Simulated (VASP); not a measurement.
ZnSe: single point with PBE

ZnSe:

```
CELL_PARAMETERS angstrom
0.00000 2.83380 2.83380
2.83380 0.00000 2.83380
2.83380 2.83380 0.00000
ATOMIC_POSITIONS crystal
Zn 0.00000 0.00000 0.00000
Se 0.75000 0.75000 0.75000
```

* Program: VASP 6.6.1
* Task: single point
* Functional: PBE
* Potentials or basis: VASP PAW PBE potentials, release 64 (Zn, Se)
* Cutoff: 500 eV
* k mesh: 10 × 10 × 10
* Occupations: gaussian, width 0.01 eV
* Spin: no spin polarisation
* Dipole correction: no
* Further INCAR settings: ALGO = Normal; EDIFF = 1e-06; NBANDS = 16

```yaml
Pressure: 2.3 GPa
Band_gap_on_the_k_mesh: 1.29 eV
```

Levels at points of the mesh, in eV from the valence-band top:
```csv
k point,band 6,band 7,band 8,band 9,band 10,band 11,band 12,band 13
"(0.00, 0.00, 0.00)",-6.18,0.00,0.00,0.00,1.29,5.80,5.80,5.80
"(0.50, 0.00, 0.00)",-6.02,-5.23,-0.87,-0.87,2.54,6.38,6.38,8.58
"(0.50, 0.50, 0.00)",-6.00,-4.75,-2.19,-2.19,2.98,3.46,10.74,11.25
```

Wall time 20 s on 1 thread of AMD EPYC 9R45 96-Core Processor (Zen 5) (shared host), peak memory 0.16 GiB.

Expect the measured gap to be larger: semilocal functionals such as PBE lack the derivative discontinuity.
